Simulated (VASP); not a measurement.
Input of a VASP 6.6.1 run:

Contents of INCAR:

```
  PREC = Accurate
  ENCUT = 520
  EDIFF = 1E-6
  ISMEAR = -1
  SIGMA = 0.02
  LREAL = False
  LASPH = True
  NELM = 60
  ALGO = Normal
  ISIF = 2
  LWAVE = False
  LCHARG = False
  GGA = CA
  NBANDS = 51
```

The input KPOINTS:

```
Automatic mesh
0
Gamma
  8 8 1
```

File POSCAR:

```
Ge
1.0
    3.9752393773      0.0000000000      0.0000000000
    0.0000000000      3.9752393773      0.0000000000
    0.0000000000      0.0000000000     23.0273000000
Ge
6
Direct
    0.7500000000      0.0000000000      0.3466606116
    0.2500000000      0.0000000000      0.4077864342
    0.2500000000      0.5000000000      0.4693052407
    0.7500000000      0.5000000000      0.5306947604
    0.7500000000      0.0000000000      0.5922135662
    0.2500000000      0.0000000000      0.6533393869
```

Potentials or basis: VASP PAW LDA potentials, release 64 (Ge_d).

The run is started by

```bash
$ cat potpaw_LDA.64/Ge_d/POTCAR > POTCAR
$ mpirun -np 1 vasp_std > vasp.out
```

(1) What does it give for the largest force?

(2) Estimate the band gap on the k mesh.

## Answers

(1) 0.013 eV/Å.

(2) zero (band 42 reaches -1.05 eV, above the bottom of band 43 at -2.11 eV).
